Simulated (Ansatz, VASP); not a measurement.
AlN: VASP beside Ansatz

File INCAR:

```
ALGO = Normal ; EDIFF = 1E-7
ENCUT = 520 ; ISIF = 2
ISMEAR = 0 ; LASPH = True
LCHARG = True ; LELF = True
LREAL = False ; LVHAR = True
LWAVE = False ; NBANDS = 16
NELM = 80 ; PREC = Accurate
SIGMA = 0.05
```

The input KPOINTS:

```
k-points
0
Gamma
  9 9 6
```

Contents of POSCAR:

```
AlN
1.0
    3.1939629070      0.0000000000      0.0000000000
   -1.5969814535      2.7660530162      0.0000000000
    0.0000000000      0.0000000000      3.9981702366
Al N
2 2
Direct
    0.3333333333      0.6666666667      0.7773448474
    0.6666666667      0.3333333333      0.2773448474
    0.3333333333      0.6666666667      0.1973259047
    0.6666666667      0.3333333333      0.6973259047
```

Input for Ansatz:

```yaml
crystal:
  lattice:
    - [3.193962907, 0.0, 0.0]
    - [-1.5969814535, 2.7660530162, 0.0]
    - [0.0, 0.0, 3.9981702366]
  atoms:
    - { symbol: Al, position: [0.3333333333, 0.6666666667, 0.7773448474] }
    - { symbol: Al, position: [0.6666666667, 0.3333333333, 0.2773448474] }
    - { symbol: "N", position: [0.3333333333, 0.6666666667, 0.1973259047] }
    - { symbol: "N", position: [0.6666666667, 0.3333333333, 0.6973259047] }
basis:
  ecutwfc: 520.0
kpoints:
  mp_grid: { grid: [9, 9, 6] }
hamiltonian:
  xc: lda
  pseudopotentials: { kind: paw, azcp: { folder: soft_1 } }
scf:
  occupations: { method: gaussian, width: 0.05 }
output:
  forces: true
  stress: true
  eigenvalues: true
```

Change from the starting cell: mode 4 frozen in at -0.216 Å, equal normal strain along x, y and z -0.0250.

Alike in both runs: task single point; functional LDA; k mesh 9 × 9 × 6; occupations gaussian, width 0.05 eV; no spin polarisation.

```csv
,VASP,Ansatz
version,VASP 6.6.1,Ansatz 0.2.0
potentials or method,"VASP PAW LDA potentials, release 64 (Al, N), cutoff 520 eV","scalar-relativistic, plane waves, PAW"
valence electrons in the cell,16,16
```

Ansatz gave:

- gap on the k mesh at the Fermi level (eV): 4.50
- least direct gap on the mesh (eV): 4.58
- pressure (GPa): 35.8
- traceless stress, the component that is largest in VASP (GPa): 48.63
- rms of the force components (eV/Å): 2.363

Problem. Which values does VASP return?

Solution. gap on the k mesh at the Fermi level (eV): 4.46; least direct gap on the mesh (eV): 4.58; pressure (GPa): 37.1; traceless stress, the component that is largest in VASP (GPa): 49.50; rms of the force components (eV/Å): 2.425.

Ansatz warns that its potentials were made for another functional, while VASP's fit it. LDA's correlation is that of Perdew and Zunger in VASP and of Perdew and Wang (1992) in Ansatz. Atom by atom the forces differ by 0.062 eV/Å (rms over components). Both programs put the cell under a high pressure, so it lies far from rest at this level.
